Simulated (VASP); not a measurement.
Wanted: the native input for a VASP 6.6.1 run.

```
Task                   : single point
Functional             : PBE
Dispersion             : D3(BJ)
Potentials or basis    : VASP PAW PBE potentials, release 64 (Te)
Cutoff                 : 520 eV
k mesh                 : 12 × 12 × 8
Occupations            : gaussian, width 0.1 eV
Spin                   : no spin polarisation
Dipole correction      : no
Further INCAR settings : ALGO = Normal; EDIFF = 1e-06; NBANDS = 16
```

The structure of Te lies in POSCAR:

```
Te
1.0
    4.2749340714      0.0000000000      0.0000000000
   -2.1374670357      3.7022015053      0.0000000000
    0.0000000000      0.0000000000      6.0162348438
Te
3
Direct
    0.2863774829      0.0000000000      0.1666666667
    0.0000000000      0.2863774829      0.8333333333
    0.7136225171      0.7136225171      0.5000000000
```

This cell differs from its parent crystal: biaxial strain in the a-b plane: -1.0 %, then relaxed in part.

The input as run:

INCAR

```
SYSTEM = Te
  ALGO = Normal
  EDIFF = 1E-6
  ENCUT = 520
  GGA = PE
  ISIF = 2
  ISMEAR = 0
  IVDW = 12
  LASPH = .True.
  LCHARG = .False.
  LREAL = .False.
  LWAVE = .False.
  NBANDS = 16
  NELM = 80
  PREC = Accurate
  SIGMA = 0.1
```

KPOINTS

```
k-points
0
Gamma
  12 12 8
  0 0 0
```

Potentials or basis: VASP PAW PBE potentials, release 64 (Te).

Run with:

```bash
$ cat potpaw_PBE.64/Te/POTCAR > POTCAR
$ mpirun -np 1 vasp_std > vasp.out
```

It gave:

```
Pressure                   : 0.2 GPa
Largest force              : 0.011 eV/Å
Band gap on the k mesh     : zero (filled and empty bands touch)
Dispersion energy per atom : -0.462 eV
```

Caveat: the cell differs from its parent crystal (biaxial strain in the a-b plane: -1.0 %, then relaxed in part); spin-orbit coupling is left out, which moves the levels of the heavy elements; pairwise dispersion overbinds metals, which lowers pressure and volume.

It took 3 min on 1 thread of Oxide Virtual Turin-like Processor (shared host), peak memory 0.29 GiB.
